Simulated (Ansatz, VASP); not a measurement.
B3P: VASP beside Ansatz

```
B P
1.0
     3.45570    0.00000    0.00000
     0.00000    3.45570    0.00000
     0.00000    0.00000    3.45570
B P
3 1
Cartesian
  0.0000 1.7278 1.7278
  1.7278 0.0000 1.7278
  1.7278 1.7278 0.0000
  0.0000 0.0000 0.0000
```

Change from the starting cell: species swapped into the AlNi3 type (Pm-3m, No. 221).

Alike in both runs: task relaxation of cell and atoms; functional PBE; k mesh 6 × 6 × 6; occupations gaussian, width 0.1 eV; no spin polarisation.

```csv
,VASP,Ansatz
version,VASP 6.6.1,Ansatz 0.2.0
potentials or method,"VASP PAW PBE potentials, release 64 (B, P), cutoff 500 eV","scalar-relativistic, plane waves, PAW"
valence electrons in the cell,14,14
```

Ansatz gave:

```
gap on the k mesh at the Fermi level, each at its own relaxed structure (eV) : none
relaxed volume (Å³/atom)                                                     : 7.69
relaxed cell length with the largest relative difference (Å)                 : 3.134
```

**Question.** Which values does VASP return?

**Answer.** gap on the k mesh at the Fermi level, each at its own relaxed structure (eV): none; relaxed volume (Å³/atom): 7.66; relaxed cell length with the largest relative difference (Å): 3.130.

A gap of «none» marks a metal or a gap that the smearing closes.

Noted on VASP's run: the volume moved by over 15 % at a fixed basis, so the end points are rough.
